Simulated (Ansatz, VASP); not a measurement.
HfO2 in VASP and in Ansatz

The input POSCAR:

```
HfO2
1.0
    0.0000000000      2.5756740000      2.5756740000
    2.5756740000      0.0000000000      2.5756740000
    2.5756740000      2.5756740000      0.0000000000
Hf O
1 2
Direct
    0.0000000000      0.0000000000      0.0000000000
    0.2500000000      0.2500000000      0.2500000000
    0.7500000000      0.7500000000      0.7500000000
```

Contents of INCAR.step1:

```
SYSTEM = HfO2
PREC = Accurate
ENCUT = 520
ISMEAR = -1
SIGMA = 0.0403
LREAL = .FALSE.
LASPH = .TRUE.
NELM = 150
MAGMOM = 0 0 0 0 0 0 0 0 0
LSORBIT = .TRUE.
GGA_COMPAT = .FALSE.
LMAXMIX = 4
NBANDS = 35
GGA = PE
ALGO = Normal
EDIFF = 1E-4
LWAVE = .TRUE.
LCHARG = .FALSE.
```

The input INCAR.step2:

```
SYSTEM = HfO2
PREC = Accurate
ENCUT = 520
EDIFF = 1E-6
ISMEAR = -1
SIGMA = 0.0403
LREAL = .FALSE.
LASPH = .TRUE.
NELM = 150
ALGO = Normal
ISIF = 2
LWAVE = .FALSE.
LCHARG = .FALSE.
MAGMOM = 0 0 0 0 0 0 0 0 0
LORBIT = 11
LSORBIT = .TRUE.
GGA_COMPAT = .FALSE.
LORBMOM = .TRUE.
LMAXMIX = 4
METAGGA = R2SCAN
LMIXTAU = .TRUE.
NBANDS = 35
ISTART = 1
```

KPOINTS

```
regular mesh
0
G
  9 9 9
  0 0 0
```

Input for Ansatz:

```yaml
crystal:
  lattice:
    - [0.0, 2.575674, 2.575674]
    - [2.575674, 0.0, 2.575674]
    - [2.575674, 2.575674, 0.0]
  atoms:
    - { symbol: Hf, position: [0.0, 0.0, 0.0] }
    - { symbol: O, position: [0.25, 0.25, 0.25] }
    - { symbol: O, position: [0.75, 0.75, 0.75] }
  symmetry: { tolerance: 0.0003 }
kpoints:
  mp_grid: { grid: [9, 9, 9], shift: [0, 0, 0] }
  band_path:
    path:
      - [0.0, 0.0, 0.0]
      - [0.5, 0.0, 0.5]
      - [0.625, 0.25, 0.625]
      - [0.375, 0.375, 0.75]
      - [0.0, 0.0, 0.0]
      - [0.5, 0.5, 0.5]
      - [0.5, 0.25, 0.75]
      - [0.5, 0.0, 0.5]
    npoints: 8
magnetization:
  noncollinear: true
  spin_orbit: true
scf:
  occupations: { method: fermi_dirac, width: 0.0403 }
  lower_state_search: "off"
  max_iter: 200
hamiltonian:
  pseudopotentials: { kind: paw_fr }
  xc: r2scan
basis:
  ecutwfc: 500
  fft_grid_basis: typed
output:
  forces: true
  stress: true
  eigenvalues: true
  bader: true
  populations: true
  elf: true
  write_potential: true
  volumetric_format: npy
  dos:
    e_range: [-12, 8]
    de: 0.05
    projected: { site_lists: { Hf: [Hf], O: [O] } }
    method: { smearing: { sigma: 0.1, scheme: gaussian } }
checkpoint:
  read: saved_state
```

Alike in both runs: task single point; functional r2SCAN; k mesh 9 × 9 × 9; occupations fermi-dirac, width 0.0403 eV; non-collinear spin, spin-orbit coupling.

|  | VASP | Ansatz |
| --- | --- | --- |
| version | VASP 6.6.1 | Ansatz 0.2.0 |
| potentials or method | VASP PAW PBE potentials, release 64 (Hf_pv, O), cutoff 520 eV | PAW plane waves |
| valence electrons in the cell | 22 | 38 |

|  | VASP | Ansatz | Ansatz less VASP |
| --- | --- | --- | --- |
| pressure (GPa) | -16.4 | -13.4 | +3.02 |
| net moment per atom (μB) | 0.00 | 0.00 | 0.000 |

VASP's potentials were made for PBE, not for r2SCAN. VASP's potentials hold 22 valence electrons a cell and Ansatz's 38, so a difference there can come from the potentials and not from the codes.
